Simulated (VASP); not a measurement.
Set up this calculation in VASP 6.6.1, as the native input.

```yaml
Task: single point
Functional: PBE
Potentials_or_basis: VASP PAW PBE potentials, release 64 (B)
Cutoff: 500 eV
k_mesh: 6 × 6 × 6
Occupations: gaussian, width 0.1 eV
Spin: no spin polarisation
Dipole_correction: no
Further_INCAR_settings: ALGO = Normal; EDIFF = 1e-06; NBANDS = 22
```

The structure of B lies in POSCAR:

```
B
1.0
    3.8397621299      0.0000000000      0.0000000000
    0.0000000000      3.8397621299      0.0000000000
    0.0000000000      0.0000000000      3.8397621299
B
8
Direct
    0.5000000000      0.5000000000      0.5000000000
    0.0000000000      0.0000000000      0.0000000000
    0.2500000000      0.0000000000      0.5000000000
    0.5000000000      0.2500000000      0.0000000000
    0.5000000000      0.7500000000      0.0000000000
    0.7500000000      0.0000000000      0.5000000000
    0.0000000000      0.5000000000      0.7500000000
    0.0000000000      0.5000000000      0.2500000000
```

The input as run:

INCAR

```
  PREC = Accurate
  ENCUT = 500
  EDIFF = 1E-6
  ISMEAR = 0
  SIGMA = 0.1
  LREAL = False
  LASPH = True
  NELM = 120
  ALGO = Normal
  ISIF = 2
  LWAVE = False
  LCHARG = False
  GGA = PE
  NBANDS = 22
  GGA_COMPAT = False
```

KPOINTS

```
Automatic mesh
0
Gamma
  6 6 6
```

Potentials or basis: VASP PAW PBE potentials, release 64 (B).

Run with:

```console
$ cat potpaw_PBE.64/B/POTCAR > POTCAR
$ mpirun -np 1 vasp_std > vasp.out
```

Results of the run:

| Item | Value |
| --- | --- |
| Pressure | -25.1 GPa |
| Band gap on the k mesh | zero (bands 12 and 13 overlap by 4.88 eV) |

Caveat: the cell stands under tension.

Wall time 9.8 s on 1 thread of Intel(R) Xeon(R) 6975P-C (Granite Rapids) (shared host), peak memory 0.15 GiB.
